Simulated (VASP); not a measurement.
# TaN (I4mm) in VASP: a series of runs, part 2 of 2

VASP 6.6.1. The steps go on from the part before.

## (3) Single point, r2SCAN (all Ta atoms moved -0.100 Å, as atom 1 along Cartesian [0 0 1])

POSCAR reads:

```
TaN
1.0
    0.0000000000      2.1790000000      2.1790000000
    2.1790000000      0.0000000000      2.1790000000
    2.1790000000      2.1790000000      0.0000000000
Ta N
1 1
Direct
    0.4770536944      0.4770536944      0.5229463056
    0.0000000000      0.0000000000      0.0000000000
```

INCAR.step1 reads:

```
PREC = Accurate
ENCUT = 770
ISMEAR = 0
SIGMA = 0.15
LREAL = False
LASPH = True
NELM = 120
NBANDS = 16
GGA = PE
ALGO = Normal
EDIFF = 1E-5
LWAVE = True
LCHARG = False
GGA_COMPAT = False
```

INCAR.step2 reads:

```
PREC = Accurate
ENCUT = 770
EDIFF = 1E-6
ISMEAR = 0
SIGMA = 0.15
LREAL = False
LASPH = True
NELM = 120
ALGO = Normal
ISIF = 2
LWAVE = False
LCHARG = False
METAGGA = R2SCAN
LMIXTAU = True
NBANDS = 16
ISTART = 1
GGA_COMPAT = False
```

KPOINTS reads:

```
regular mesh
0
Gamma
  18 18 18
```

Potentials or basis: VASP PAW PBE potentials, release 64 (Ta_sv_GW, N).

Command:

```bash
> cat potpaw_PBE.64/Ta_sv_GW/POTCAR potpaw_PBE.64/N/POTCAR > POTCAR
> cp INCAR.step1 INCAR
> mpirun -np 1 vasp_std > vasp.out
> cp INCAR.step2 INCAR
> mpirun -np 1 vasp_std > vasp.out
```

Wall time 8.3 min (1 thread of Intel Xeon 6975P-C (Granite Rapids), shared host); peak memory 0.43 GiB.

Results (log left out):

* Free energy: -62.1471 eV
* Pressure: 11.7 GPa
* Largest force: 0.960 eV/Å
* Band gap on the k mesh: zero (bands 9 and 10 overlap by 3.91 eV)

Forces on the atoms (eV/Å):
```
Ta   0.000  0.000  0.960
N    0.000  0.000 -0.960
```

Stress tensor (GPa, compression positive):
```
 9.89  0.00  0.00
 0.00  9.89  0.00
 0.00  0.00 15.30
```

Levels at points of the mesh, in eV from the Fermi level:
```csv
k point,band 6,band 7,band 8,band 9,band 10,band 11,band 12,band 13
"(0.00, 0.00, 0.00)",-4.49,-4.49,-4.47,-2.21,-1.91,-1.91,0.20,0.52
"(0.50, 0.00, 0.00)",-11.03,-8.17,-8.15,1.97,2.06,2.15,4.07,7.94
"(0.50, 0.50, 0.00)",-7.11,-5.79,-5.07,-5.07,2.38,3.73,3.73,4.86
"(0.00, 0.50, 0.50)",-7.15,-6.33,-5.11,-4.47,2.44,3.74,3.74,4.98
```

Caveat: the cell differs from its parent crystal (all Ta atoms moved -0.100 Å, as atom 1 along Cartesian [0 0 1]); the stress differs along the axes, from 10 to 15 GPa; the PAW data sets were made with another functional, which shifts forces and pressure a little; spin-orbit coupling is left out, which moves the levels of the heavy elements.

## (4) Single point, r2SCAN (all Ta atoms moved +0.075 Å, as atom 1 along Cartesian [0 0 1])

POSCAR: that of step 3 with these lines changed.

```diff
@@ -8,3 +8,3 @@
 Direct
-    0.4770536944      0.4770536944      0.5229463056
+    0.5172097292      0.5172097292      0.4827902708
     0.0000000000      0.0000000000      0.0000000000
```

INCAR.step1 reads:

```
SYSTEM = TaN
PREC = Accurate ; ENCUT = 770
ISMEAR = 0 ; SIGMA = 0.15
LREAL = .FALSE. ; LASPH = .TRUE.
NELM = 120 ; NBANDS = 16
GGA = PE ; ALGO = Normal
EDIFF = 1E-5 ; LWAVE = .TRUE.
LCHARG = .FALSE. ; GGA_COMPAT = .FALSE.
```

INCAR.step2 reads:

```
SYSTEM = TaN
PREC = Accurate ; ENCUT = 770
EDIFF = 1E-6 ; ISMEAR = 0
SIGMA = 0.15 ; LREAL = .FALSE.
LASPH = .TRUE. ; NELM = 120
ALGO = Normal ; ISIF = 2
LWAVE = .FALSE. ; LCHARG = .FALSE.
METAGGA = R2SCAN ; LMIXTAU = .TRUE.
NBANDS = 16 ; ISTART = 1
GGA_COMPAT = .FALSE.
```

KPOINTS reads:

```
regular mesh
0
G
  18 18 18
  0 0 0
```

Command:

```bash
> cat potpaw_PBE.64/Ta_sv_GW/POTCAR potpaw_PBE.64/N/POTCAR > POTCAR
> cp INCAR.step1 INCAR
> mpirun -np 1 vasp_std > vasp.out
> cp INCAR.step2 INCAR
> mpirun -np 1 vasp_std > vasp.out
```

It took 17 min on 1 thread of Intel Xeon Platinum 8259CL at 2.50GHz (Skylake/Cascade Lake), shared host; peak memory 0.43 GiB.

Results (log left out):

- Free energy: -62.1677 eV
- Pressure: 10.9 GPa
- Largest force: 0.696 eV/Å
- Band gap on the k mesh: zero (bands 9 and 10 overlap by 4.04 eV)

Forces in eV/Å, atoms in the order of the input:
```
Ta   0.000  0.000 -0.696
N    0.000  0.000  0.696
```

Stress tensor (GPa, compression positive):
```
 9.87  0.00  0.00
 0.00  9.87  0.00
 0.00  0.00 12.92
```

Levels at points of the mesh, in eV from the Fermi level:
| k point | band 7 | band 8 | band 9 | band 10 | band 11 | band 12 |
| --- | --- | --- | --- | --- | --- | --- |
| (0.00, 0.00, 0.00) | -4.39 | -4.37 | -2.22 | -2.05 | -2.05 | 0.19 |
| (0.50, 0.00, 0.00) | -8.18 | -8.17 | 1.99 | 2.04 | 2.15 | 4.09 |
| (0.50, 0.50, 0.00) | -5.79 | -5.07 | -5.07 | 2.36 | 3.72 | 3.72 |
| (0.00, 0.50, 0.50) | -6.15 | -5.10 | -4.68 | 2.40 | 3.73 | 3.73 |

Caveat: the cell differs from its parent crystal (all Ta atoms moved +0.075 Å, as atom 1 along Cartesian [0 0 1]); the cell stands under pressure; the PAW data sets were made with another functional, which shifts forces and pressure a little; spin-orbit coupling is left out, which moves the levels of the heavy elements.

## (5) Single point, r2SCAN (all Ta atoms moved -0.050 Å, as atom 1 along Cartesian [0 0 1])

POSCAR: that of step 4 with these lines changed.

```diff
@@ -8,3 +8,3 @@
 Direct
-    0.5172097292      0.5172097292      0.4827902708
+    0.4885268472      0.4885268472      0.5114731528
     0.0000000000      0.0000000000      0.0000000000
```

INCAR.step1 reads:

```
  ALGO = Normal
  EDIFF = 1E-5
  ENCUT = 770
  GGA = PE
  GGA_COMPAT = F
  ISMEAR = 0
  LASPH = T
  LCHARG = F
  LREAL = F
  LWAVE = T
  NBANDS = 16
  NELM = 120
  PREC = Accurate
  SIGMA = 0.15
```

INCAR.step2 reads:

```
  ALGO = Normal
  EDIFF = 1E-6
  ENCUT = 770
  GGA_COMPAT = F
  ISIF = 2
  ISMEAR = 0
  ISTART = 1
  LASPH = T
  LCHARG = F
  LMIXTAU = T
  LREAL = F
  LWAVE = F
  METAGGA = R2SCAN
  NBANDS = 16
  NELM = 120
  PREC = Accurate
  SIGMA = 0.15
```

KPOINTS reads:

```
k-points
0
Gamma
  18 18 18
```

Command:

```bash
> cat potpaw_PBE.64/Ta_sv_GW/POTCAR potpaw_PBE.64/N/POTCAR > POTCAR
> cp INCAR.step1 INCAR
> mpirun -np 1 vasp_std > vasp.out
> cp INCAR.step2 INCAR
> mpirun -np 1 vasp_std > vasp.out
```

It took 8.5 min on 1 thread of AMD EPYC 9R45 (Zen 5), shared host; peak memory 0.4 GiB.

Results (log left out):

```yaml
Free_energy: -62.1820 eV
Pressure: 10.3 GPa
Largest_force: 0.452 eV/Å
Band_gap_on_the_k_mesh: zero (bands 9 and 10 overlap by 4.15 eV)
```

Forces on the atoms (eV/Å):
```
Ta   0.000  0.000  0.452
N    0.000  0.000 -0.452
```

Stress tensor (GPa, compression positive):
```
 9.85  0.00  0.00
 0.00  9.85  0.00
 0.00  0.00 11.22
```

Levels at points of the mesh, in eV from the Fermi level:
```
           k point  band 7  band 8  band 9  band 10  band 11  band 12
(0.00, 0.00, 0.00)   -4.31   -4.30   -2.24    -2.15    -2.15     0.17
(0.50, 0.00, 0.00)   -8.19   -8.18    2.00     2.02     2.15     4.10
(0.50, 0.50, 0.00)   -5.80   -5.08   -5.08     2.34     3.71     3.71
(0.00, 0.50, 0.50)   -5.99   -5.09   -4.87     2.36     3.72     3.72
```

Caveat: the cell differs from its parent crystal (all Ta atoms moved -0.050 Å, as atom 1 along Cartesian [0 0 1]); the cell stands under pressure; the PAW data sets were made with another functional, which shifts forces and pressure a little; spin-orbit coupling is left out, which moves the levels of the heavy elements.

## (6) Single point, r2SCAN (all Ta atoms moved +0.087 Å, as atom 1 along Cartesian [0 0 1])

POSCAR: that of step 5 with these lines changed.

```diff
@@ -8,3 +8,3 @@
 Direct
-    0.4885268472      0.4885268472      0.5114731528
+    0.5200780174      0.5200780174      0.4799219826
     0.0000000000      0.0000000000      0.0000000000
```

INCAR.step1 reads:

```
PREC = Accurate
ENCUT = 770
ISMEAR = 0
SIGMA = 0.15
LREAL = False
LASPH = True
NELM = 120
NBANDS = 16
GGA = PE
ALGO = Normal
EDIFF = 1E-5
LWAVE = True
LCHARG = False
GGA_COMPAT = False
```

INCAR.step2 reads:

```
PREC = Accurate
ENCUT = 770
EDIFF = 1E-6
ISMEAR = 0
SIGMA = 0.15
LREAL = False
LASPH = True
NELM = 120
ALGO = Normal
ISIF = 2
LWAVE = False
LCHARG = True
METAGGA = R2SCAN
LMIXTAU = True
LELF = True
LVHAR = True
NBANDS = 16
ISTART = 1
GGA_COMPAT = False
```

KPOINTS reads:

```
regular mesh
0
Gamma
  18 18 18
```

Potentials or basis: VASP PAW PBE potentials, release 64 (Ta_sv_GW, N).

Command:

```bash
> cat potpaw_PBE.64/Ta_sv_GW/POTCAR potpaw_PBE.64/N/POTCAR > POTCAR
> cp INCAR.step1 INCAR
> mpirun -np 1 vasp_std > vasp.out
> cp INCAR.step2 INCAR
> mpirun -np 1 vasp_std > vasp.out
```

Wall time 7 min (1 thread of AMD EPYC 9R45 (Zen 5), shared host); peak memory 0.4 GiB.

The run converged. Its results:

- Free energy: -62.1582 eV
- Pressure: 11.3 GPa
- Largest force: 0.825 eV/Å
- Band gap on the k mesh: zero (bands 9 and 10 overlap by 3.96 eV)

Forces on the atoms (eV/Å):
```
Ta   0.000  0.000 -0.825
N    0.000  0.000  0.825
```

Stress tensor (GPa, compression positive):
```
 9.88  0.00  0.00
 0.00  9.88  0.00
 0.00  0.00 14.02
```

Levels at points of the mesh, in eV from the Fermi level:
```
           k point  band 6  band 7  band 8  band 9  band 10  band 11  band 12  band 13
(0.00, 0.00, 0.00)   -4.44   -4.44   -4.42   -2.22    -1.98    -1.98     0.19     0.44
(0.50, 0.00, 0.00)  -11.04   -8.17   -8.16    1.98     2.05     2.15     4.08     7.99
(0.50, 0.50, 0.00)   -7.12   -5.79   -5.07   -5.07     2.37     3.73     3.73     4.90
(0.00, 0.50, 0.50)   -7.15   -6.24   -5.10   -4.58     2.42     3.73     3.73     4.99
```

Caveat: the cell differs from its parent crystal (all Ta atoms moved +0.087 Å, as atom 1 along Cartesian [0 0 1]); the cell stands under pressure; the PAW data sets were made with another functional, which shifts forces and pressure a little; spin-orbit coupling is left out, which moves the levels of the heavy elements.

## (7) The runs side by side

```tsv
cell	gap on the mesh (eV)	pressure (GPa)	largest force (eV/Å)
as given, atomic positions A	none	10.0	0.22
as given, atomic positions B	none	11.7	0.96
as given, atomic positions C	none	10.9	0.70
as given, atomic positions D	none	10.3	0.45
as given, atomic positions E	none	11.3	0.82
```

Alike in all rows: task single point; level r2SCAN; potentials or basis VASP PAW PBE potentials, release 64 (Ta_sv_GW, N); no spin polarisation; k mesh 18 × 18 × 18; cutoff (eV) 770; smearing gaussian 0.15 eV.

Caveats: the PAW data sets were made with another functional, which shifts forces and pressure a little; spin-orbit coupling is left out, which moves the levels of the heavy elements; the cell stands under pressure (at least some runs); the stress differs along the axes, from 10 to 15 GPa (at least some runs).

Absolute energies hang on the potentials; compare differences alone.
